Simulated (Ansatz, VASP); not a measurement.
# One calculation of HgTe, two programs

```xyz
2
Lattice="0.0000 3.3262 3.3262 3.3262 0.0000 3.3262 3.3262 3.3262 0.0000" Properties=species:S:1:pos:R:3 pbc="T T T"
Hg    0.0000    0.0000    0.0000
Te    1.6631    1.6631    1.6631
```

Alike in both runs: functional PBE; k mesh 14 × 14 × 14; occupations gaussian, width 0.1 eV; no spin polarisation.

Ansatz relaxed the structure, and its values are those at the end. VASP's run is a single point on that final structure, the one shown.

|  | VASP | Ansatz |
| --- | --- | --- |
| version | VASP 6.6.1 | Ansatz 0.2.0 |
| potentials or method | VASP PAW PBE potentials, release 64 (Hg, Te), cutoff 520 eV | scalar-relativistic, plane waves, PAW |
| valence electrons in the cell | 18 | 36 |

|  | VASP | Ansatz | Ansatz less VASP |
| --- | --- | --- | --- |
| gap on the k mesh at the Fermi level (eV) | none | none | - |
| pressure (GPa) | 0.0 | 0.0 | -0.04 |

A gap of «none» marks a metal or a gap that the smearing closes. VASP's potentials hold 18 valence electrons a cell and Ansatz's 36, so a difference there can come from the potentials and not from the codes.

Neither program's run includes spin-orbit coupling.
